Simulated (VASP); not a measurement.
A run of VASP 6.6.1 is set up as follows.

File INCAR:

```
SYSTEM = AlPt4
  ALGO = Fast
  EDIFF = 1E-6
  ENCUT = 520
  GGA = PS
  ISIF = 2
  ISMEAR = 0
  LASPH = .True.
  LCHARG = .True.
  LELF = .True.
  LREAL = .False.
  LVHAR = .True.
  LWAVE = .False.
  NBANDS = 30
  NELM = 60
  PREC = Accurate
  SIGMA = 0.1
```

Contents of KPOINTS:

```
k-points
0
Gamma
  6 6 2
  0 0 0
```

Contents of POSCAR:

```
AlPt4
1.0
    2.4254181673     -1.6837060602      0.0023034792
    2.4254181673      1.6837060602      0.0023034792
   -0.9571402107      0.0000000000     10.8114670188
Al Pt
1 4
Direct
    0.0000000000      0.0000000000      0.0000000000
    0.6145201400      0.6145201400      0.8242536562
    0.2069027934      0.2069027934      0.6067806775
    0.7930972066      0.7930972066      0.3932193225
    0.3854798600      0.3854798600      0.1757463438
```

Potentials or basis: VASP PAW PBE potentials, release 64 (Al, Pt).

Run with:

```bash
$ cat potpaw_PBE.64/Al/POTCAR potpaw_PBE.64/Pt/POTCAR > POTCAR
$ mpirun -np 1 vasp_std > vasp.out
```

(1) What does it give for the largest force?

(2) What does it give for the pressure?

Answers

(1) 0.400 eV/Å.

(2) -25.2 GPa.

Caveat: the k points lie up to 0.38 Å⁻¹ apart; the cell differs from its parent crystal (Au replaced by Pt, lengths x 1.000, strained); the PAW data sets were made with another functional, which shifts forces and pressure a little.
